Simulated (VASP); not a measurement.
A run of VASP 6.6.1:

Contents of INCAR:

```
PREC = Accurate ; ENCUT = 600
EDIFF = 1E-6 ; ISMEAR = 0
SIGMA = 0.1 ; LREAL = False
LASPH = True ; NELM = 80
ALGO = Normal ; ISIF = 4
LWAVE = False ; LCHARG = False
GGA = PS ; IBRION = 2
NSW = 50 ; EDIFFG = -0.01
```

Contents of KPOINTS:

```
Automatic mesh
0
Gamma
  12 12 6
```

File POSCAR:

```
Si2Mo
1.0
    4.3771631187      0.0000000000      0.0000000000
   -2.1885815594      3.7907344573      0.0000000000
    0.0000000000      0.0000000000      6.3111846962
Si Mo
6 3
Direct
    0.1639911573      0.8360088427      0.8333333333
    0.3279823146      0.1639911573      0.1666666667
    0.8360088427      0.6720176854      0.5000000000
    0.8360088427      0.1639911573      0.8333333333
    0.6720176854      0.8360088427      0.1666666667
    0.1639911573      0.3279823146      0.5000000000
    0.5000000000      0.0000000000      0.5000000000
    0.0000000000      0.5000000000      0.1666666667
    0.5000000000      0.5000000000      0.8333333333
```

Potentials or basis: VASP PAW PBE potentials, release 64 (Si, Mo_sv).

Run with:

```bash
$ cat potpaw_PBE.64/Si/POTCAR potpaw_PBE.64/Mo_sv/POTCAR > POTCAR
$ mpirun -np 1 vasp_std > vasp.out
```

Hardware: 1 thread of Intel(R) Xeon(R) Platinum 8259CL CPU @ 2.50GHz (Skylake/Cascade Lake) (shared host).

Question: Estimate the wall time of this run.

Answer: Wall time 9.4 min on 1 thread of Intel(R) Xeon(R) Platinum 8259CL CPU @ 2.50GHz (Skylake/Cascade Lake), with other jobs on the host, peak memory 0.44 GiB. Counts: scf iterations 24, k points 76, ion steps 3.
